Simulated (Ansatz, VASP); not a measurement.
One calculation of ZnS, two programs

```
CELL_PARAMETERS angstrom
0.00000 2.72182 2.72182
2.72182 0.00000 2.72182
2.72182 2.72182 0.00000
ATOMIC_POSITIONS crystal
Zn 0.00000 0.00000 0.00000
S 0.25000 0.25000 0.25000
```

Alike in both runs: functional PBE; k mesh 10 × 10 × 10; occupations gaussian, width 0.02 eV; no spin polarisation.

Ansatz relaxed the structure, and its values are those at the end. VASP's run is a single point on that final structure, the one shown.

|  | VASP | Ansatz |
| --- | --- | --- |
| version | VASP 6.6.1 | Ansatz 0.2.0 |
| potentials or method | VASP PAW PBE potentials, release 64 (Zn, S), cutoff 500 eV | scalar-relativistic, plane waves, PAW |
| valence electrons in the cell | 18 | 18 |

VASP gave:

```
gap on the k mesh at the Fermi level (eV) : 2.02
least direct gap on the mesh (eV)         : 2.02
pressure (GPa)                            : 0.1
```

Problem. What did Ansatz give for the same quantities?

Solution. gap on the k mesh at the Fermi level (eV): 2.01; least direct gap on the mesh (eV): 2.01; pressure (GPa): 0.0.
